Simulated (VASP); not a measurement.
A run of VASP 6.6.1 is set up as follows.

INCAR

```
SYSTEM = Ni
PREC = Accurate
ENCUT = 520
EDIFF = 1E-6
ISMEAR = -1
SIGMA = 0.05
LREAL = .FALSE.
LASPH = .TRUE.
NELM = 150
ALGO = Normal
ISIF = 2
LWAVE = .FALSE.
LCHARG = .FALSE.
ISPIN = 2
MAGMOM = 1.5
LORBIT = 11
LMAXMIX = 4
GGA = PS
IVDW = 12
NBANDS = 15
```

File KPOINTS:

```
Automatic mesh
0
G
  17 17 17
  0 0 0
```

File POSCAR:

```
Ni
1.0
    2.3625728293     -0.0000000131     -0.0000000227
   -0.7875242641      2.2274550292     -0.0000000227
   -0.7875242641     -1.1137274819      1.9290326600
Ni
1
Direct
    0.0000000000      0.0000000000      0.0000000000
```

Potentials or basis: VASP PAW PBE potentials, release 64 (Ni).

The run is started by

```console
$ cat potpaw_PBE.64/Ni/POTCAR > POTCAR
$ mpirun -np 1 vasp_std > vasp.out
```

Problem. Predict the net moment.

Solution. 0.47 μB per cell.

Problem. Predict the dispersion energy per atom.

Solution. -0.447 eV.
